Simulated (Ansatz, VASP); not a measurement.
## Te: VASP beside Ansatz

```xyz
3
Lattice="4.3670 0.0000 0.0000 -2.1835 3.7819 0.0000 0.0000 0.0000 5.8040" Properties=species:S:1:pos:R:3 pbc="T T T"
Te    3.2534    0.0000    1.9347
Te   -1.6267    2.8175    3.8694
Te    0.5568    0.9644    0.0000
```

Change from the starting cell: volume scaled by 0.94, PAW files.

Alike in both runs: task electric field gradients; functional LDA; k mesh 9 × 9 × 6; occupations fermi-dirac, width 0.08 eV; no spin polarisation.

|  | VASP | Ansatz |
| --- | --- | --- |
| version | VASP 6.6.1 | Ansatz 0.2.0 |
| potentials or method | VASP PAW LDA potentials, release 64 (Te) | PAW with Ansatz's default frozen-core files, scalar-relativistic |
| plane-wave cutoff (eV) | 520 | 420 |
| valence electrons in the cell | 18 | 48 |

Ansatz gave:

| Property | Result |
| --- | --- |
| pressure (GPa) | 3.2 |
| traceless stress, the component that is largest in VASP (GPa) | 1.69 |
| rms of the force components (eV/Å) | 0.541 |
| size of Vzz on the site where it differs most (V/Å²) | 562.9 |

Estimate VASP's values.

pressure (GPa): 3.5; traceless stress, the component that is largest in VASP (GPa): 1.83; rms of the force components (eV/Å): 0.573; size of Vzz on the site where it differs most (V/Å²): 536.4.

LDA's correlation is that of Perdew and Zunger in VASP and of Perdew and Wang (1992) in Ansatz. Atom by atom the forces differ by 0.032 eV/Å (rms over components). VASP's potentials hold 18 valence electrons a cell and Ansatz's 48, so a difference there can come from the potentials and not from the codes.

Spin-orbit coupling is off throughout.
